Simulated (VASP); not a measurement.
Input of a VASP 6.6.1 run:

The input INCAR:

```
PREC = Accurate
ENCUT = 520
EDIFF = 1E-6
ISMEAR = -1
SIGMA = 0.05
LREAL = F
LASPH = T
NELM = 100
ALGO = Normal
ISIF = 2
LWAVE = F
LCHARG = F
GGA = PE
NBANDS = 29
```

KPOINTS

```
regular mesh
0
Gamma
  9 9 3
```

POSCAR

```
SnCl
1.0
    3.0175670692      0.0000000000      0.0000000000
   -1.5087835346      2.6132897396      0.0000000000
    0.0000000000      0.0000000000      9.3395742100
Sn Cl
2 2
Direct
    0.6666666667      0.3333333333      0.8200592525
    0.3333333333      0.6666666667      0.3200592525
    0.6666666667      0.3333333333      0.5549417475
    0.3333333333      0.6666666667      0.0549417475
```

Potentials or basis: VASP PAW PBE potentials, release 64 (Sn_d, Cl).

Launch:

```sh
$ cat potpaw_PBE.64/Sn_d/POTCAR potpaw_PBE.64/Cl/POTCAR > POTCAR
$ mpirun -np 1 vasp_std > vasp.out
```

Task: Estimate the band gap on the k mesh.

Result: Zero (bands 21 and 22 overlap by 3.97 eV).

Task: What does it give for the pressure?

Result: 29.9 GPa.

Task: What does it give for the largest force?

Result: 0.010 eV/Å.

Forces in eV/Å, atoms in the order of the input:
```
Sn   0.000  0.000 -0.010
Sn   0.000  0.000 -0.010
Cl   0.000  0.000  0.010
Cl   0.000  0.000  0.010
```

Caveat: the cell stands under pressure; spin-orbit coupling is left out, which moves the levels of the heavy elements.
